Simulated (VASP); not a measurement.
Input of a VASP 6.6.1 run:

File POSCAR:

```
BiB2P
1.0
    3.5695126253      0.0000000000      0.0000000000
    0.0000000000      3.5695126253      0.0000000000
    0.0000000000      0.0000000000      5.1846944622
P B Bi
1 2 1
Direct
    0.0000000000      0.0000000000      0.0000000000
    0.0000000000      0.5000000000      0.7953522909
    0.5000000000      0.0000000000      0.2046477091
    0.5000000000      0.5000000000      0.5000000000
```

File INCAR.step1:

```
SYSTEM = BiB2P
PREC     = Accurate       ! precision mode
ENCUT    = 520            ! plane-wave cutoff, eV
ISMEAR   = -1             ! smearing method
SIGMA    = 0.02           ! smearing width, eV
LREAL    = .False.        ! projectors in reciprocal space
LASPH    = .True.         ! aspherical terms in the spheres
NELM     = 80             ! most SCF steps
NBANDS   = 21             ! bands
GGA      = PE             ! functional
ALGO     = Normal         ! electronic algorithm
EDIFF    = 1E-4           ! SCF threshold, eV
LWAVE    = .True.         ! write WAVECAR
LCHARG   = .False.        ! write CHGCAR
```

INCAR.step2

```
SYSTEM = BiB2P
PREC     = Accurate       ! precision mode
ENCUT    = 520            ! plane-wave cutoff, eV
EDIFF    = 1E-6           ! SCF threshold, eV
ISMEAR   = -1             ! smearing method
SIGMA    = 0.02           ! smearing width, eV
LREAL    = .False.        ! projectors in reciprocal space
LASPH    = .True.         ! aspherical terms in the spheres
NELM     = 80             ! most SCF steps
ALGO     = Normal         ! electronic algorithm
ISIF     = 2              ! what is computed and relaxed
LWAVE    = .False.        ! write WAVECAR
LCHARG   = .True.         ! write CHGCAR
METAGGA  = R2SCAN         ! meta-GGA
LMIXTAU  = .True.       
LELF     = .True.         ! ELF
LVHAR    = .True.       
NBANDS   = 21             ! bands
ISTART   = 1
```

Contents of KPOINTS:

```
regular mesh
0
Gamma
  6 6 4
  0 0 0
```

Potentials or basis: VASP PAW PBE potentials, release 64 (P, B, Bi_d).

Command:

```console
$ cat potpaw_PBE.64/P/POTCAR potpaw_PBE.64/B/POTCAR potpaw_PBE.64/Bi_d/POTCAR > POTCAR
$ cp INCAR.step1 INCAR
$ mpirun -np 1 vasp_std > vasp.out
$ cp INCAR.step2 INCAR
$ mpirun -np 1 vasp_std > vasp.out
```

(1) Estimate the pressure.

(2) What does it give for the band gap on the k mesh?

Answers

(1) -6.3 GPa.

(2) zero (bands 13 and 14 overlap by 0.12 eV).

Caveat: the cell stands under tension; the PAW data sets were made with another functional, which shifts forces and pressure a little; spin-orbit coupling is left out, which moves the levels of the heavy elements.
